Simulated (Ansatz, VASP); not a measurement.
## Ir in VASP and in Ansatz

```
CELL_PARAMETERS angstrom
0.00000 1.94850 1.91970
1.94850 0.00000 1.91970
1.94850 1.94850 0.00000
ATOMIC_POSITIONS crystal
Ir 0.00000 0.00000 0.00000
```

Change from the starting cell: strain +0.015 along x and y, +0.000 along z, atoms carried along.

Alike in both runs: task single point; functional PBEsol; k mesh 22 × 22 × 22; occupations gaussian, width 0.15 eV; no spin polarisation.

|  | VASP | Ansatz |
| --- | --- | --- |
| version | VASP 6.6.1 | Ansatz 0.2.0 |
| potentials or method | VASP PAW PBE potentials, release 64 (Ir), cutoff 520 eV | scalar-relativistic, plane waves, PAW |
| valence electrons in the cell | 9 | 17 |

VASP gave:

* gap on the k mesh at the Fermi level (eV): none
* pressure (GPa): -12.1
* traceless stress, the component that is largest in VASP (GPa): 3.35

Which values does Ansatz return?

gap on the k mesh at the Fermi level (eV): none; pressure (GPa): -12.8; traceless stress, the component that is largest in VASP (GPa): 3.36.

VASP's potentials were made for PBE, not for PBEsol. A gap of «none» marks a metal or a gap that the smearing closes. The functional is the same, so the differences come from potentials, cutoffs and numerics. VASP's potentials hold 9 valence electrons a cell and Ansatz's 17, so a difference there can come from the potentials and not from the codes.

Spin-orbit coupling is off throughout.
